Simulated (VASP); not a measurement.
# Al in VASP: a series of runs, part 2 of 2

VASP 6.6.1. Earlier steps stand in the parts before.

## (4) Single point, PBE+D3(BJ) (strain -0.030 along x and y, -0.015 along z)

Input file INCAR:

```
PREC     = Accurate       # precision mode
ENCUT    = 520            # plane-wave cutoff, eV
EDIFF    = 1E-7           # SCF threshold, eV
ISMEAR   = 0              # smearing method
SIGMA    = 0.15           # smearing width, eV
LREAL    = False          # projectors in reciprocal space
LASPH    = True           # aspherical terms in the spheres
NELM     = 100            # most SCF steps
ALGO     = Normal         # electronic algorithm
ISIF     = 2              # what is computed and relaxed
LWAVE    = False          # write WAVECAR
LCHARG   = False          # write CHGCAR
GGA      = PE             # functional
IVDW     = 12             # dispersion correction
NBANDS   = 8              # bands
```

Input file KPOINTS:

```
Automatic mesh
0
Gamma
  20 20 20
```

Input file POSCAR:

```
Al
1.0
    0.0000000000      1.9632606000      1.9936203000
    1.9632606000      0.0000000000      1.9936203000
    1.9632606000      1.9632606000      0.0000000000
Al
1
Direct
    0.0000000000      0.0000000000      0.0000000000
```

Potentials or basis: VASP PAW PBE potentials, release 64 (Al).

Launch:

```
$ cat potpaw_PBE.64/Al/POTCAR > POTCAR
$ mpirun -np 1 vasp_std > vasp.out
```

OUTCAR:

```text
PREC = Accurate
   ENCUT = 520
   EDIFF = 1E-7
   ISMEAR = 0
   LREAL = False
   LASPH = True
   NELM = 100
   ISIF = 2
   GGA = PE
   IVDW = 12
 IVDW          = 12

 ion  position               nearest neighbor table
   1  0.000  0.000  0.000-

  LATTYP: Found a body centered tetragonal cell.
 ALAT       =     2.7764697670
 C/A-ratio  =     1.4360828443

  Lattice vectors:

 A1 = (  -1.9632606000,   0.0000000000,   1.9936203000)
 A2 = (   1.9632606000,   0.0000000000,   1.9936203000)
 A3 = (   0.0000000000,   1.9632606000,  -1.9936203000)

Analysis of symmetry for initial positions (statically):
=====================================================================
 Subroutine PRICEL returns:
 Original cell was already a primitive cell.

 Routine SETGRP: Setting up the symmetry group for a
 body centered tetragonal supercell.

 Subroutine GETGRP returns: Found 16 space group operations
 (whereof 16 operations were pure point group operations)
 out of a pool of 16 trial point group operations.

The static configuration has the point symmetry D_4h.

[... 160 lines left out ...]

 val. band max:        8.7957296566   @ k =  -0.4000   0.4000   0.1000
 cond. band min:       8.8158743426   @ k =  -0.4000   0.1000   0.4000
 fundamental gap:      0.0201446860
 Fermi energy:         8.8018633537

 k-point     1 :       0.0000    0.0000    0.0000
  band No.  band energies     occupation
      1      -2.8732      2.00000
      2      21.6686      0.00000
      3      21.8437      0.00000
      4      21.8437      0.00000
      5      23.8136      0.00000
      6      23.8136      0.00000
      7      23.8656      0.00000
      8      25.7554      0.00000
[... 243 lines left out ...]
 k-point    24 :      -0.3500    0.0500    0.0000
  band No.  band energies     occupation
      1       0.9794      2.00000
      2       8.1747      2.00000
      3      18.3167      0.00000
      4      21.2617      0.00000
      5      21.5703      0.00000
      6      22.6862      0.00000
      7      24.4694      0.00000
      8      26.8417      0.00000

 [... further k-points ...]

------------------------ aborting loop because EDIFF is reached ----------------------------------------

 Edisp (eV)   -0.36214

 E8    (eV) :    -0.1621

  FORCE on cell =-STRESS in cart. coord.  units (eV):
  Direction    XX          YY          ZZ          XY          YZ          ZX
  --------------------------------------------------------------------------------------
  -------------------------------------------------------------------------------------
  Total       0.25840     0.25840     0.18526     0.00000     0.00000     0.00000
  in kB      26.93834    26.93834    19.31335     0.00000     0.00000     0.00000
  external pressure =       24.40 kB  Pullay stress =        0.00 kB

 VOLUME and BASIS-vectors are now :
 -----------------------------------------------------------------------------
  energy-cutoff  :      520.00
  volume of cell :       15.37
      direct lattice vectors                 reciprocal lattice vectors
     0.000000000  1.963260600  1.993620300    -0.254678365  0.254678365  0.250800014
     1.963260600  0.000000000  1.993620300     0.254678365 -0.254678365  0.250800014
     1.963260600  1.963260600  0.000000000     0.254678365  0.254678365 -0.250800014

 POSITION                                       TOTAL-FORCE (eV/Angst)
 -----------------------------------------------------------------------------------
      0.00000      0.00000      0.00000         0.000000      0.000000      0.000000
 -----------------------------------------------------------------------------------
    total drift:                                0.000000     -0.000000     -0.000000

  FREE ENERGIE OF THE ION-ELECTRON SYSTEM (eV)
  ---------------------------------------------------
  free  energy   TOTEN  =        -4.0889178820 eV

  energy  without entropy=       -4.0847665520  energy(sigma->0) =       -4.08684222
```

Wall time 30 s (1 thread of Intel Xeon 6975P-C, shared host); peak memory 0.19 GiB.

Results:

| Property | Result |
| --- | --- |
| Free energy | -4.0889 eV |
| Pressure | 2.4 GPa |
| Dispersion energy per atom | -0.362 eV |

Caveat: the cell differs from its parent crystal (strain -0.030 along x and y, -0.015 along z); pairwise dispersion overbinds metals, which lowers pressure and volume.

## (5) Single point, PBE+D3(BJ) (strain -0.030 along x and y, +0.000 along z)

Input file INCAR:

```
SYSTEM = Al
PREC = Accurate
ENCUT = 520
EDIFF = 1E-7
ISMEAR = 0
SIGMA = 0.15
LREAL = .FALSE.
LASPH = .TRUE.
NELM = 100
ALGO = Fast
ISIF = 2
LWAVE = .FALSE.
LCHARG = .TRUE.
GGA = PE
IVDW = 12
LELF = .TRUE.
LVHAR = .TRUE.
NBANDS = 8
```

Input file KPOINTS:

```
Automatic mesh
0
G
  20 20 20
  0 0 0
```

Input file POSCAR:

```
Al
1.0
    0.0000000000      1.9632606000      2.0239800000
    1.9632606000      0.0000000000      2.0239800000
    1.9632606000      1.9632606000      0.0000000000
Al
1
Direct
    0.0000000000      0.0000000000      0.0000000000
```

Potentials or basis: VASP PAW PBE potentials, release 64 (Al).

Launch:

```
$ cat potpaw_PBE.64/Al/POTCAR > POTCAR
$ mpirun -np 1 vasp_std > vasp.out
```

OUTCAR:

```text
SYSTEM = Al
   PREC = Accurate
   ENCUT = 520
   EDIFF = 1E-7
   ISMEAR = 0
   LREAL = .FALSE.
   LASPH = .TRUE.
   NELM = 100
   ISIF = 2
   GGA = PE
   IVDW = 12
 IVDW          = 12

 ion  position               nearest neighbor table
   1  0.000  0.000  0.000-

  LATTYP: Found a body centered tetragonal cell.
 ALAT       =     2.7764697670
 C/A-ratio  =     1.4579521262

  Lattice vectors:

 A1 = (  -1.9632606000,   0.0000000000,   2.0239800000)
 A2 = (   1.9632606000,   0.0000000000,   2.0239800000)
 A3 = (   0.0000000000,   1.9632606000,  -2.0239800000)

Analysis of symmetry for initial positions (statically):
=====================================================================
 Subroutine PRICEL returns:
 Original cell was already a primitive cell.

 Routine SETGRP: Setting up the symmetry group for a
 body centered tetragonal supercell.

 Subroutine GETGRP returns: Found 16 space group operations
 (whereof 16 operations were pure point group operations)
 out of a pool of 16 trial point group operations.

The static configuration has the point symmetry D_4h.

Analysis of symmetry for dynamics (positions and initial velocities):
[... 165 lines left out ...]

 k-point     1 :       0.0000    0.0000    0.0000
  band No.  band energies     occupation
      1      -2.9306      2.00000
      2      21.3107      0.00000
      3      21.6581      0.00000
      4      21.6581      0.00000
      5      23.4295      0.00000
      6      23.4295      0.00000
      7      23.5287      0.00000
      8      25.4881      0.00000
[... 243 lines left out ...]
 k-point    24 :      -0.3500    0.0500    0.0000
  band No.  band energies     occupation
      1       0.8990      2.00000
      2       7.9952      2.00000
      3      17.8501      0.00000
      4      21.1636      0.00000
      5      21.4573      0.00000
      6      22.3415      0.00000
      7      24.2380      0.00000
      8      26.2999      0.00000

 [... further k-points ...]

------------------------ aborting loop because EDIFF is reached ----------------------------------------

 Edisp (eV)   -0.35647

 E8    (eV) :    -0.1595

  FORCE on cell =-STRESS in cart. coord.  units (eV):
  Direction    XX          YY          ZZ          XY          YZ          ZX
  --------------------------------------------------------------------------------------
  -------------------------------------------------------------------------------------
  Total       0.16877     0.16877    -0.02495     0.00000     0.00000     0.00000
  in kB      17.33098    17.33098    -2.56214     0.00000     0.00000     0.00000
  external pressure =       10.70 kB  Pullay stress =        0.00 kB

 VOLUME and BASIS-vectors are now :
 -----------------------------------------------------------------------------
  energy-cutoff  :      520.00
  volume of cell :       15.60
      direct lattice vectors                 reciprocal lattice vectors
     0.000000000  1.963260600  2.023980000    -0.254678365  0.254678365  0.247038014
     1.963260600  0.000000000  2.023980000     0.254678365 -0.254678365  0.247038014
     1.963260600  1.963260600  0.000000000     0.254678365  0.254678365 -0.247038014

 POSITION                                       TOTAL-FORCE (eV/Angst)
 -----------------------------------------------------------------------------------
      0.00000      0.00000      0.00000        -0.000000      0.000000     -0.000000
 -----------------------------------------------------------------------------------
    total drift:                               -0.000000      0.000000      0.000000

  FREE ENERGIE OF THE ION-ELECTRON SYSTEM (eV)
  ---------------------------------------------------
  free  energy   TOTEN  =        -4.0901499171 eV

  energy  without entropy=       -4.0859691734  energy(sigma->0) =       -4.08805955
```

OSZICAR:

```text
N       E                     dE             d eps       ncg     rms          rms(c)
DAV:   1    -0.227579416094E+01   -0.22758E+01   -0.88401E+02 10288   0.205E+02
DAV:   2    -0.375069796225E+01   -0.14749E+01   -0.14164E+01 14584   0.193E+01
DAV:   3    -0.375727743365E+01   -0.65795E-02   -0.65747E-02 13224   0.144E+00
DAV:   4    -0.375729371754E+01   -0.16284E-04   -0.16284E-04 16008   0.615E-02
DAV:   5    -0.375729374981E+01   -0.32273E-07   -0.33398E-07 13600   0.161E-03    0.140E+00
RMM:   6    -0.374362730870E+01    0.13666E-01   -0.90585E-04 10262   0.172E-01    0.823E-01
RMM:   7    -0.373365949445E+01    0.99678E-02   -0.30414E-03 11590   0.299E-01    0.129E-01
RMM:   8    -0.373367643938E+01   -0.16945E-04   -0.16181E-04 11432   0.796E-02    0.240E-02
RMM:   9    -0.373367840005E+01   -0.19607E-05   -0.23436E-05 11863   0.299E-02    0.127E-02
RMM:  10    -0.373367762573E+01    0.77432E-06   -0.47837E-06 12215   0.135E-02    0.201E-02
RMM:  11    -0.373367745628E+01    0.16945E-06   -0.92587E-07 12285   0.531E-03    0.625E-03
RMM:  12    -0.373367737292E+01    0.83357E-07   -0.28572E-07 11458   0.312E-03
   1 F= -.40901499E+01 E0= -.40880595E+01  d E =-.418074E-02
```

stdout:

```text
POSCAR found type information on POSCAR Al
 POSCAR found :  1 types and       1 ions
 scaLAPACK will be used
 LDA part: xc-table for (Slater+PW92), standard interpolation
 POSCAR, INCAR and KPOINTS ok, starting setup
 FFT: planning ... GRIDC
 FFT: planning ... GRID_SOFT
 FFT: planning ... GRID
 WAVECAR not read
 entering main loop
```

Run time: 40 s. Hardware: 1 thread of Intel Xeon 6975P-C, shared host; peak memory 0.2 GiB.

Results:

```
Free energy                : -4.0901 eV
Pressure                   : 1.1 GPa
Dispersion energy per atom : -0.356 eV
```

Caveat: the cell differs from its parent crystal (strain -0.030 along x and y, +0.000 along z); pairwise dispersion overbinds metals, which lowers pressure and volume.

## (6) Single point, PBE+D3(BJ) (strain -0.015 along x and y, -0.030 along z)

Input file INCAR:

```
PREC = Accurate
ENCUT = 520
EDIFF = 1E-7
ISMEAR = 0
SIGMA = 0.15
LREAL = F
LASPH = T
NELM = 60
ALGO = Normal
ISIF = 2
LWAVE = F
LCHARG = T
GGA = PE
IVDW = 12
LELF = T
LVHAR = T
NBANDS = 8
```

Input file KPOINTS:

```
regular mesh
0
Gamma
  20 20 20
```

Input file POSCAR:

```
Al
1.0
    0.0000000000      1.9936203000      1.9632606000
    1.9936203000      0.0000000000      1.9632606000
    1.9936203000      1.9936203000      0.0000000000
Al
1
Direct
    0.0000000000      0.0000000000      0.0000000000
```

Potentials or basis: VASP PAW PBE potentials, release 64 (Al).

Launch:

```
$ cat potpaw_PBE.64/Al/POTCAR > POTCAR
$ mpirun -np 1 vasp_std > vasp.out
```

It took 36 s on 1 thread of Intel Xeon 6975P-C, shared host; peak memory 0.19 GiB.

The run converged. Its results:

```
Free energy                : -4.0915 eV
Pressure                   : 1.0 GPa
Dispersion energy per atom : -0.356 eV
```

Stress tensor (GPa, compression positive):
```
0.83 0.00 0.00
0.00 0.83 0.00
0.00 0.00 1.32
```

Levels at points of the mesh, in eV from the Fermi level:
| k point | band 1 | band 2 | band 3 | band 4 | band 5 | band 6 |
| --- | --- | --- | --- | --- | --- | --- |
| (0.00, 0.00, 0.00) | -11.56 | 12.84 | 12.84 | 13.01 | 14.79 | 14.84 |
| (0.50, 0.00, 0.00) | -4.86 | -4.49 | 11.51 | 11.78 | 11.85 | 12.16 |
| (0.50, 0.50, 0.00) | -2.94 | -1.44 | 5.11 | 5.63 | 5.63 | 9.39 |
| (0.50, 0.00, 0.50) | -3.17 | -1.76 | 5.30 | 5.87 | 5.98 | 9.67 |

Caveat: the cell differs from its parent crystal (strain -0.015 along x and y, -0.030 along z); pairwise dispersion overbinds metals, which lowers pressure and volume.

## (7) Overview

```tsv
cell	gap on the mesh (eV)	pressure (GPa)
a = 2.905 Å, angles 60.0°, 1 atom	none	-6.5
a = 2.948 Å, angles 60.0°, 1 atom	none	-8.6
a = 2.798, b = 2.798, c = 2.776 Å, angles 60.3, 60.3, 59.5°, 1 atom	none	2.4
a = 2.820, b = 2.820, c = 2.776 Å, angles 60.5, 60.5, 59.0°, 1 atom	none	1.1
a = 2.798, b = 2.798, c = 2.819 Å, angles 59.7, 59.7, 60.5°, 1 atom	none	1.0
```

Alike in all rows: task single point; level PBE+D3(BJ); potentials or basis VASP PAW PBE potentials, release 64 (Al); no spin polarisation; k mesh 20 × 20 × 20; cutoff (eV) 520; smearing gaussian 0.15 eV.

Caveats: pairwise dispersion overbinds metals, which lowers pressure and volume.

Absolute energies hang on the potentials; compare differences alone.
